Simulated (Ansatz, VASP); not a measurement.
# BaTe: VASP beside Ansatz

```
Ba Te
1.0
     4.47559    0.00000    0.00000
     0.00000    4.47559    0.00000
     0.00000    0.00000    4.47559
Ba Te
1 1
Direct
  0.00000 0.00000 0.00000
  0.50000 0.50000 0.50000
```

Change from the starting cell: strain +0.050 along x and y, +0.050 along z, atoms carried along.

Alike in both runs: task single point; functional LDA; k mesh 6 × 6 × 6; occupations gaussian, width 0.05 eV; no spin polarisation.

```csv
,VASP,Ansatz
version,VASP 6.6.1,Ansatz 0.2.0
potentials or method,"VASP PAW LDA potentials, release 64 (Ba_sv, Te), cutoff 520 eV","scalar-relativistic, plane waves, PAW"
valence electrons in the cell,16,26
```

Ansatz gave:

```
gap on the k mesh at the Fermi level (eV) : 1.01
least direct gap on the mesh (eV)         : 1.01
pressure (GPa)                            : -5.8
```

Q: Which values does VASP return?

A: gap on the k mesh at the Fermi level (eV): 0.94; least direct gap on the mesh (eV): 0.94; pressure (GPa): -5.5.

LDA's correlation is that of Perdew and Zunger in VASP and of Perdew and Wang (1992) in Ansatz. VASP's potentials hold 16 valence electrons a cell and Ansatz's 26, so a difference there can come from the potentials and not from the codes.

Neither program's run includes spin-orbit coupling.
